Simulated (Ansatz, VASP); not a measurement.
Au: VASP beside Ansatz

```xyz
1
Lattice="-1.6573 1.6573 1.5744 1.6573 -1.6573 1.5744 1.6573 1.6573 -1.5744" Properties=species:S:1:pos:R:3 pbc="T T T"
Au    0.0000    0.0000    0.0000
```

Change from the starting cell: strain +0.000 along x and y, -0.050 along z, atoms carried along.

Alike in both runs: task single point; functional PBEsol; k mesh 20 × 20 × 20; occupations gaussian, width 0.15 eV; no spin polarisation.

```csv
,VASP,Ansatz
version,VASP 6.6.1,Ansatz 0.2.0
potentials or method,"VASP PAW PBE potentials, release 64 (Au), cutoff 520 eV","scalar-relativistic, plane waves, PAW"
valence electrons in the cell,11,19
```

VASP gave:

| Quantity | Value |
| --- | --- |
| gap on the k mesh at the Fermi level (eV) | none |
| pressure (GPa) | -2.6 |
| traceless stress, the component that is largest in VASP (GPa) | -0.37 |

What did Ansatz give for the same quantities?

gap on the k mesh at the Fermi level (eV): none; pressure (GPa): -2.4; traceless stress, the component that is largest in VASP (GPa): -0.37.

VASP's potentials were made for PBE, not for PBEsol. A gap of «none» marks a metal or a gap that the smearing closes. With one functional, cell and mesh, what is left measures potentials, basis and numerics. VASP's potentials hold 11 valence electrons a cell and Ansatz's 19, so a difference there can come from the potentials and not from the codes.

Neither program's run includes spin-orbit coupling.
